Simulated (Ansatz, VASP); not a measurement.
Two plane-wave programs on CdW2

```xyz
3
Lattice="4.7092 0.0000 0.0000 -2.3546 4.0782 0.0000 0.0000 0.0000 2.7391" Properties=species:S:1:pos:R:3 pbc="T T T"
Cd    0.0000    0.0000    0.0000
W     0.0000    2.7188    1.3695
W     2.3546    1.3594    1.3695
```

Alike in both runs: task relaxation of cell and atoms; functional PBE; k mesh 12 × 12 × 16; occupations gaussian, width 0.1 eV; no spin polarisation.

|  | VASP | Ansatz |
| --- | --- | --- |
| version | VASP 6.6.1 | Ansatz 0.2.0 |
| potentials or method | VASP PAW PBE potentials, release 64 (Cd, W_sv), cutoff 600 eV | scalar-relativistic, plane waves, PAW |
| valence electrons in the cell | 40 | 48 |

Ansatz gave:

```
gap on the k mesh at the Fermi level, each at its own relaxed structure (eV)  : none
relaxed volume (Å³/atom)                                                      : 17.56
relaxed length of the cell vector where the two differ most in proportion (Å) : 2.755
```

**Question.** What did VASP give for the same quantities?

**Answer.** gap on the k mesh at the Fermi level, each at its own relaxed structure (eV): none; relaxed volume (Å³/atom): 17.63; relaxed length of the cell vector where the two differ most in proportion (Å): 2.759.

A gap of «none» marks a metal or a gap that the smearing closes. VASP's potentials hold 40 valence electrons a cell and Ansatz's 48, so a difference there can come from the potentials and not from the codes.

Spin-orbit coupling is off throughout.
